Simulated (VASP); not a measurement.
Here is a VASP 6.6.1 calculation.

Contents of POSCAR:

```
Ge
1.0
    3.9976152188      0.0000000000      0.0000000000
   -1.9988076094      3.4620363340      0.0000000000
    0.0000000000      0.0000000000      6.5928195270
Ge
4
Direct
    0.3333333333      0.6666666667      0.0003695992
    0.6666666667      0.3333333333      0.5003695992
    0.3333333333      0.6666666667      0.3746304008
    0.6666666667      0.3333333333      0.8746304008
```

File INCAR.step1:

```
SYSTEM = Ge
ALGO = Normal ; EDIFF = 1E-4
ENCUT = 520 ; GGA = PE
ISMEAR = -1 ; LASPH = .TRUE.
LCHARG = .FALSE. ; LREAL = .FALSE.
LWAVE = .TRUE. ; NBANDS = 36
NELM = 80 ; PREC = Accurate
SIGMA = 0.02
```

File INCAR.step2:

```
SYSTEM = Ge
ALGO = Normal ; EDIFF = 1E-6
ENCUT = 520 ; ISIF = 2
ISMEAR = -1 ; ISTART = 1
LASPH = .TRUE. ; LCHARG = .TRUE.
LELF = .TRUE. ; LMIXTAU = .TRUE.
LREAL = .FALSE. ; LVHAR = .TRUE.
LWAVE = .FALSE. ; METAGGA = R2SCAN
NBANDS = 36 ; NELM = 80
PREC = Accurate ; SIGMA = 0.02
```

The input KPOINTS:

```
k-points
0
G
  12 12 4
  0 0 0
```

Potentials or basis: VASP PAW PBE potentials, release 64 (Ge_d).

Command:

```console
$ cat potpaw_PBE.64/Ge_d/POTCAR > POTCAR
$ cp INCAR.step1 INCAR
$ mpirun -np 1 vasp_std > vasp.out
$ cp INCAR.step2 INCAR
$ mpirun -np 1 vasp_std > vasp.out
```

What does it give for the band gap on the k mesh?

0.06 eV.

Estimate the largest force.

0.004 eV/Å.

Predict the pressure.

0.1 GPa.

Forces on the atoms (eV/Å):
```
Ge   0.000  0.000  0.004
Ge   0.000  0.000  0.004
Ge   0.000  0.000 -0.004
Ge   0.000  0.000 -0.004
```

Caveat: semilocal functionals underestimate gaps, and a narrow one can read as zero; the PAW data sets were made with another functional, which shifts forces and pressure a little. A k mesh can miss the band edges.
